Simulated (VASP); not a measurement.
# InP (F-43m) in VASP: a series of runs

InP is run at these levels: LDA; tasks: relaxation of cell and atoms.

Everything below comes from runs of VASP 6.6.1. Logs are shortened: lines on timing, memory, paths and dates and some standing lists are left out, and cuts for length are marked.

## 1. The cell of the first run

It takes space group F-43m (No. 216, cubic). The conventional cell has a = 5.827 Å, b = 5.827 Å, c = 5.827 Å, α = 90.00°, β = 90.00°, γ = 90.00°. In (site symmetry -43m) has 4 P at 2.52 Å within 3.3 Å. Within 3.3 Å of P (site symmetry -43m) lie 4 In at 2.52 Å.

## 2. Relaxation of cell and atoms, LDA, target pressure 2 GPa, at which the enthalpy is minimised

The input, INCAR:

```
SYSTEM = InP
PREC = Accurate
ENCUT = 600
EDIFF = 1E-6
ISMEAR = 0
SIGMA = 0.01
LREAL = .FALSE.
LASPH = .TRUE.
NELM = 100
ALGO = Normal
ISIF = 3
LWAVE = .FALSE.
LCHARG = .FALSE.
GGA = CA
IBRION = 2
NSW = 100
EDIFFG = -0.002
PSTRESS = 20.0
```

The input, KPOINTS:

```
Automatic mesh
0
G
  8 8 8
  0 0 0
```

The input, POSCAR:

```
InP
1.0
    0.0000000000      2.9136709973      2.9136709973
    2.9136709973      0.0000000000      2.9136709973
    2.9136709973      2.9136709973      0.0000000000
In P
1 1
Direct
    0.0000000000      0.0000000000      0.0000000000
    0.7500000000      0.7500000000      0.7500000000
```

Potentials or basis: VASP PAW LDA potentials, release 64 (In_d, P).

Launch:

```bash
$ cat potpaw_LDA.64/In_d/POTCAR potpaw_LDA.64/P/POTCAR > POTCAR
$ mpirun -np 1 vasp_std > vasp.out
```

OUTCAR:

```text
SYSTEM = InP
   PREC = Accurate
   ENCUT = 600
   EDIFF = 1E-6
   ISMEAR = 0
   LREAL = .FALSE.
   LASPH = .TRUE.
   NELM = 100
   ISIF = 3
   GGA = CA
   IBRION = 2
   NSW = 100
   EDIFFG = -0.002
   PSTRESS = 20.0

 ion  position               nearest neighbor table
   1  0.000  0.000  0.000-   2 2.52   2 2.52   2 2.52   2 2.52
   2  0.750  0.750  0.750-   1 2.52   1 2.52   1 2.52   1 2.52

  LATTYP: Found a face centered cubic cell.
 ALAT       =     5.8273419946

  Lattice vectors:

 A1 = (   0.0000000000,   2.9136709973,   2.9136709973)
 A2 = (   2.9136709973,   0.0000000000,   2.9136709973)
 A3 = (   2.9136709973,   2.9136709973,   0.0000000000)

Analysis of symmetry for initial positions (statically):
=====================================================================
 Subroutine PRICEL returns:
 Original cell was already a primitive cell.

 Routine SETGRP: Setting up the symmetry group for a
 face centered cubic supercell.

 Subroutine GETGRP returns: Found 24 space group operations
 (whereof 24 operations were pure point group operations)
 out of a pool of 48 trial point group operations.

The static configuration has the point symmetry T_d .

Analysis of symmetry for dynamics (positions and initial velocities):
=====================================================================
 Subroutine PRICEL returns:
 Original cell was already a primitive cell.

 Routine SETGRP: Setting up the symmetry group for a
 face centered cubic supercell.

 Subroutine GETGRP returns: Found 24 space group operations
 (whereof 24 operations were pure point group operations)
 out of a pool of 48 trial point group operations.

The dynamic configuration has the point symmetry T_d .

 Subroutine INISYM returns: Found 24 space group operations
 (whereof 24 operations are pure point group operations),
 and found     1 'primitive' translations

----------------------------------------------------------------------------------------

                                     Primitive cell

  volume of cell :      49.4711

  direct lattice vectors                    reciprocal lattice vectors
     0.000000000  2.913670997  2.913670997    -0.171604824  0.171604824  0.171604824
     2.913670997  0.000000000  2.913670997     0.171604824 -0.171604824  0.171604824
     2.913670997  2.913670997  0.000000000     0.171604824  0.171604824 -0.171604824

  length of vectors
     4.120553041  4.120553041  4.120553041     0.297228275  0.297228275  0.297228275

  position of ions in fractional coordinates (direct lattice)
     0.000000000  0.000000000  0.000000000
     0.750000000  0.750000000  0.750000000

  ion indices of the primitive-cell ions
   primitive index   ion index
                 1           1
                 2           2

----------------------------------------------------------------------------------------

 KPOINTS: Automatic mesh

Automatic generation of k-mesh.
 Grid dimensions read from file:
 generate k-points for:    8    8    8

 Generating k-lattice:

  Cartesian coordinates                     Fractional coordinates (reciprocal lattice)
    -0.021450603  0.021450603  0.021450603     0.125000000  0.000000000  0.000000000
     0.021450603 -0.021450603  0.021450603     0.000000000  0.125000000  0.000000000
     0.021450603  0.021450603 -0.021450603     0.000000000  0.000000000  0.125000000

  Length of vectors
     0.037153534  0.037153534  0.037153534

  Shift w.r.t. Gamma in fractional coordinates (k-lattice)
     0.000000000  0.000000000  0.000000000

 Subroutine IBZKPT returns following result:
 ===========================================

 Found     29 irreducible k-points:

 Following reciprocal coordinates:
            Coordinates               Weight
  0.000000  0.000000  0.000000      1.000000
  0.125000  0.000000  0.000000      8.000000
  0.250000  0.000000  0.000000      8.000000
  0.375000  0.000000  0.000000      8.000000
  0.500000  0.000000  0.000000      4.000000
  0.125000  0.125000  0.000000      6.000000
[... 16 lines left out ...]
  0.500000  0.250000  0.125000     48.000000
 -0.375000  0.250000  0.125000     24.000000
 [... further k-points ...]
   k-points           NKPTS =     29   k-points in BZ     NKDIM =     29   number of bands    NBANDS=     13
   number of dos      NEDOS =    301   number of ions     NIONS =      2
   total plane-waves  NPLWV =  46656
   dimension x,y,z NGX =    36 NGY =   36 NGZ =   36
   dimension x,y,z NGXF=    72 NGYF=   72 NGZF=   72
   ions per type =               1   1
   NGX,Y,Z   is equivalent  to a cutoff of  14.52, 14.52, 14.52 a.u.
   NGXF,Y,Z  is equivalent  to a cutoff of  29.05, 29.05, 29.05 a.u.
 SYSTEM =  InP
   PREC   = accura    normal or accurate (medium, high low for compatibility)
   ISTART =      0    job   : 0-new  1-cont  2-samecut
   ICHARG =      2    charge: 1-file 2-atom 10-const
   ISPIN  =      1    spin polarized calculation?
   LNONCOLLINEAR =      F non collinear calculations
   LSORBIT =      F    spin-orbit coupling
   LASPH  =      T    aspherical Exc in radial PAW
   ENCUT  =  600.0 eV  44.10 Ry    6.64 a.u.   8.23  8.23  8.23*2*pi/ulx,y,z
   NELM   =    100;   NELMIN=  2; NELMDL= -5     # of ELM steps
   EDIFF  = 0.1E-05   stopping-criterion for ELM
   LREAL  =      F    real-space projection
   EDIFFG = -.2E-02   stopping-criterion for IOM
   NSW    =    100    number of steps for IOM
   IBRION =      2    ionic relax: 0-MD 1-quasi-New 2-CG
   NFREE  =      1    steps in history (QN), initial steepest desc. (CG)
   ISIF   =      3    stress and relaxation
   ISYM   =      2    0-nonsym 1-usesym 2-fastsym
   POTIM  = 0.5000    time-step for ionic-motion
   TEBEG  =    0.0;   TEEND  =   0.0 temperature during run
   PSTRESS=   20.0 pullay stress
   NELECT =      18.0000    total number of electrons
   NUPDOWN=      -1.0000    fix difference up-down
   EMIN   =  10.00;   EMAX   =-10.00  energy-range for DOS
   EFERMI =   0.00;   METHOD = LEGACY
   ISMEAR =     0;   SIGMA  =   0.01  broadening in eV -4-tet -1-fermi 0-gaus
   EFERMI_NEDOS =   21; number of points for ismear=-14 and -15
   IALGO  =     38    algorithm
   IMIX   =      4    mixing-type and parameters
     AMIX     =   0.40;   BMIX     =  1.00
     AMIX_MAG =   1.60;   BMIX_MAG =  1.00
  volume/ion in A,a.u.               =      24.74       166.92
  Fermi-wavevector in a.u.,A,eV,Ry     =   1.168733  2.208584 18.584686  1.365936
  Thomas-Fermi vector in A             =   2.305215
   LORBIT       =      0    0 simple, 1 ext, 2 COOP (PROOUT), +10 PAW based schemes
   GGA     = CA    functional components
   LHFCALC =     F    Hartree Fock is set to
   AEXX    =    0.0000 exact exchange contribution
   IVDW    =     0    specifies the selected vdW correction
   LEPSILON=     F    determine dielectric tensor
   LRPA    =     F    only Hartree local field effects (RPA)
 conjugate gradient relaxation of ions
 non-spin polarized calculation
 Gauss-broadening in eV      SIGMA  =   0.01
  energy-cutoff  :      600.00
  volume of cell :       49.47
 maximum number of plane-waves:      1676
 NGX is ok and might be reduce to    36
   NGX = 17   NGY = 17   NGZ = 17

--------------------------------------- Ionic step        1  -------------------------------------------

 number of electron      18.0000001 magnetization

 Free energy of the ion-electron system (eV)
  ---------------------------------------------------
  ext. energy  EPLUGINS =         0.00000000
  ---------------------------------------------------
  free energy    TOTEN  =        -9.67227897 eV

  energy without entropy =       -9.67227897  energy(sigma->0) =       -9.67227897

------------------------ aborting loop because EDIFF is reached ----------------------------------------

  FORCE on cell =-STRESS in cart. coord.  units (eV):
  Direction    XX          YY          ZZ          XY          YZ          ZX
  --------------------------------------------------------------------------------------
  -------------------------------------------------------------------------------------
  Total        0.0073306      0.0073306      0.0073306      0.0000000      0.0000000      0.0000000
  in kB        0.2374090      0.2374090      0.2374090      0.0000000      0.0000000      0.0000000
  external PRESSURE =     -19.7625910 kB  Pullay stress =      20.0000000 kB
[... 93 lines left out ...]
  FREE ENERGIE OF THE ION-ELECTRON SYSTEM (eV)
  ---------------------------------------------------
  free  energy   TOTEN  =        -9.6644805261 eV

  energy  without entropy=       -9.6644805261  energy(sigma->0) =       -9.66448053

  enthalpy is  TOTEN    =        -9.0626481515 eV   P V=        0.6018323746

[... ionic steps 4 to 11 ...]

--------------------------------------- Ionic step       12  -------------------------------------------

 number of electron      18.0000003 magnetization

------------------------ aborting loop because EDIFF is reached ----------------------------------------

  FORCE on cell =-STRESS in cart. coord.  units (eV):
  Direction    XX          YY          ZZ          XY          YZ          ZX
  --------------------------------------------------------------------------------------
  -------------------------------------------------------------------------------------
  Total        0.5888954      0.5888954      0.5888954      0.0000000      0.0000000     -0.0000000
  in kB       19.5633421     19.5633421     19.5633421      0.0000000      0.0000000     -0.0000000
  external PRESSURE =      -0.4366579 kB  Pullay stress =      20.0000000 kB
[... 61 lines left out ...]
  enthalpy is  TOTEN    =        -9.0626467257 eV   P V=        0.6019972147

--------------------------------------- Ionic step       14  -------------------------------------------

 number of electron      18.0000003 magnetization

 Free energy of the ion-electron system (eV)
  ---------------------------------------------------
  ext. energy  EPLUGINS =         0.00000000
  ---------------------------------------------------
  free energy    TOTEN  =        -9.66455988 eV

  energy without entropy =       -9.66455988  energy(sigma->0) =       -9.66455988

 E-fermi :   5.6029     XC(G=0):  -9.7968

 val. band max:        5.4958776923   @ k =   0.0000   0.0000   0.0000
 cond. band min:       6.2382827744   @ k =   0.0000   0.0000   0.0000
 fundamental gap:      0.7424050821
 Fermi energy:         5.6028792503

 k-point     1 :       0.0000    0.0000    0.0000
  band No.  band energies     occupation
      1      -8.7904      2.00000
      2      -8.7904      2.00000
      3      -8.7904      2.00000
      4      -8.6127      2.00000
      5      -8.6127      2.00000
      6      -6.3543      2.00000
      7       5.4959      2.00000
      8       5.4959      2.00000
      9       5.4959      2.00000
     10       6.2383      0.00000
     11       9.4540      0.00000
     12       9.4540      0.00000
     13       9.4540      0.00000
[... 353 lines left out ...]
 k-point    24 :      -0.3750    0.2500    0.1250
  band No.  band energies     occupation
      1      -8.9451      2.00000
      2      -8.7343      2.00000
      3      -8.7102      2.00000
      4      -8.6202      2.00000
      5      -8.5977      2.00000
      6      -4.1049      2.00000
      7      -0.3515      2.00000
      8       2.5916      2.00000
      9       3.7175      2.00000
     10       8.6629      0.00000
     11       9.5102      0.00000
     12      11.3582      0.00000
     13      12.7128      0.00000

 [... further k-points ...]
[... 5 lines left out ...]
  --------------------------------------------------------------------------------------
  -------------------------------------------------------------------------------------
  Total        0.5985327      0.5985327      0.5985327      0.0000000     -0.0000000      0.0000000
  in kB       19.8877020     19.8877020     19.8877020      0.0000000     -0.0000000      0.0000000
  external PRESSURE =      -0.1122980 kB  Pullay stress =      20.0000000 kB
[... 17 lines left out ...]
  FREE ENERGIE OF THE ION-ELECTRON SYSTEM (eV)
  ---------------------------------------------------
  free  energy   TOTEN  =        -9.6645598804 eV

  energy  without entropy=       -9.6645598804  energy(sigma->0) =       -9.66455988

  enthalpy is  TOTEN    =        -9.0626475326 eV   P V=        0.6019123478

 reached required accuracy - stopping structural energy minimisation
```

Run time: 2.9 min. Hardware: 1 thread of AMD EPYC, shared host; peak memory 0.15 GiB.

What came out:

```yaml
Free_energy: -9.6646 eV
Relaxed_volume: 24.11 Å³/atom
Relaxed_cell: a = 4.085 Å, b = 4.085 Å, c = 4.085 Å, α = 60.00°, β = 60.00°, γ = 60.00°
Space_group_after_relaxing_to_0.05_Å: F-43m (No. 216)
Energy_change_on_relaxing_the_enthalpy_is_what_falls: +3.9 meV/atom
Ionic_steps: 14
Pressure_after_relaxing: 2.0 GPa
Band_gap_on_the_k_mesh: 0.74 eV, direct
```

Step by step:
```tsv
step	energy change (eV)	largest force (eV/Å)	pressure (GPa)	volume (Å³)
1	0.0000	0.0000	0.02	49.47
2	0.0232	0.0000	3.58	47.32
3	0.0078	0.0000	2.02	48.21
4	0.0075	0.0000	1.95	48.24
5	0.0075	0.0000	1.95	48.24
6	0.0076	0.0000	1.94	48.23
7	0.0076	0.0000	1.96	48.23
8	0.0076	0.0000	1.96	48.23
9	0.0076	0.0000	1.96	48.23
10	0.0076	0.0000	1.96	48.23
11	0.0076	0.0000	1.96	48.23
12	0.0076	0.0000	1.96	48.23
13	0.0076	0.0000	1.95	48.23
14	0.0077	0.0000	1.99	48.22
```

Final structure:
```
CELL_PARAMETERS angstrom
0.00000 2.88887 2.88887
2.88887 0.00000 2.88887
2.88887 2.88887 0.00000
ATOMIC_POSITIONS crystal
In 0.00000 0.00000 0.00000
P 0.75000 0.75000 0.75000
```

Caveat: the cell is relaxed towards a set pressure, so the enthalpy falls and the energy may rise; spin-orbit coupling is left out, which moves the levels of the heavy elements. A hybrid or GW would open this gap; LDA tends to underestimate it.

## 3. Relaxation of cell and atoms, LDA, target pressure 4 GPa, at which the enthalpy is minimised

The input, INCAR:

```
SYSTEM = InP
PREC = Accurate ; ENCUT = 600
EDIFF = 1E-6 ; ISMEAR = 0
SIGMA = 0.01 ; LREAL = .FALSE.
LASPH = .TRUE. ; NELM = 100
ALGO = Normal ; ISIF = 3
LWAVE = .FALSE. ; LCHARG = .FALSE.
GGA = CA ; IBRION = 2
NSW = 100 ; EDIFFG = -0.002
PSTRESS = 40.0
```

KPOINTS is that of step 2.

POSCAR is that of step 2.

Potentials or basis: VASP PAW LDA potentials, release 64 (In_d, P).

Launch:

```bash
$ cat potpaw_LDA.64/In_d/POTCAR potpaw_LDA.64/P/POTCAR > POTCAR
$ mpirun -np 1 vasp_std > vasp.out
```

It took 2.4 min on 1 thread of AMD EPYC, shared host; peak memory 0.15 GiB.

Results (log left out):

- Free energy: -9.6435 eV
- Relaxed volume: 23.54 Å³/atom
- Relaxed cell: a = 4.053 Å, b = 4.053 Å, c = 4.053 Å, α = 60.00°, β = 60.00°, γ = 60.00°
- Space group after relaxing (to 0.05 Å): F-43m (No. 216)
- Energy change on relaxing (the enthalpy is what falls): +14.4 meV/atom
- Ionic steps: 6
- Pressure after relaxing: 4.0 GPa
- Band gap on the k mesh: 0.87 eV, direct

The path:
```csv
step,energy change (eV),largest force (eV/Å),pressure (GPa),volume (Å³)
1,0.0000,0.0000,0.02,49.47
2,0.0981,0.0000,7.98,45.20
3,0.0284,0.0000,3.97,47.10
4,0.0296,0.0000,4.08,47.05
5,0.0278,0.0000,3.90,47.12
6,0.0288,0.0000,4.01,47.08
```

Final structure:
```
CELL_PARAMETERS angstrom
0.00000 2.86600 2.86600
2.86600 0.00000 2.86600
2.86600 2.86600 0.00000
ATOMIC_POSITIONS crystal
In 0.00000 0.00000 0.00000
P 0.75000 0.75000 0.75000
```

Levels at points of the mesh, in eV from the valence-band top:
| k point | band 7 | band 8 | band 9 | band 10 | band 11 | band 12 |
| --- | --- | --- | --- | --- | --- | --- |
| (0.00, 0.00, 0.00) | 0.00 | 0.00 | 0.00 | 0.87 | 3.95 | 3.95 |
| (0.50, 0.00, 0.00) | -6.20 | -1.09 | -1.09 | 1.49 | 4.70 | 4.70 |
| (0.50, 0.50, 0.00) | -6.16 | -2.60 | -2.60 | 1.48 | 2.11 | 9.42 |

Caveat: the cell is relaxed towards a set pressure, so the enthalpy falls and the energy may rise; spin-orbit coupling is left out, which moves the levels of the heavy elements.

(Continued in part 2 of 2.)
